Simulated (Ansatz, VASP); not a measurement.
**One calculation of MgTe5, two programs**

```
Mg Te
1.0
     0.00000    4.52847    4.52847
     4.52847    0.00000    4.52847
     4.52847    4.52847    0.00000
Mg Te
1 5
Direct
  0.50000 0.50000 0.50000
  0.87508 0.87508 0.87508
  0.87508 0.87508 0.37476
  0.87508 0.37476 0.87508
  0.37476 0.87508 0.87508
  0.25000 0.25000 0.25000
```

Alike in both runs: functional PBE; k mesh 4 × 4 × 4; occupations gaussian, width 0.1 eV; no spin polarisation.

Ansatz relaxed the structure, and its values are those at the end. VASP's run is a single point on that final structure, the one shown.

|  | VASP | Ansatz |
| --- | --- | --- |
| version | VASP 6.6.1 | Ansatz 0.2.0 |
| potentials or method | VASP PAW PBE potentials, release 64 (Mg, Te), cutoff 520 eV | scalar-relativistic, plane waves, PAW |
| valence electrons in the cell | 32 | 90 |

Ansatz gave:

* gap on the k mesh at the Fermi level (eV): none
* pressure (GPa): 0.0
* rms of the force components (eV/Å): 0.023

**Question.** Which values does VASP return?

**Answer.** gap on the k mesh at the Fermi level (eV): none; pressure (GPa): -0.1; rms of the force components (eV/Å): 0.023.

A gap of «none» marks a metal or a gap that the smearing closes. VASP's potentials hold 32 valence electrons a cell and Ansatz's 90, so a difference there can come from the potentials and not from the codes.

Spin-orbit coupling is off throughout.
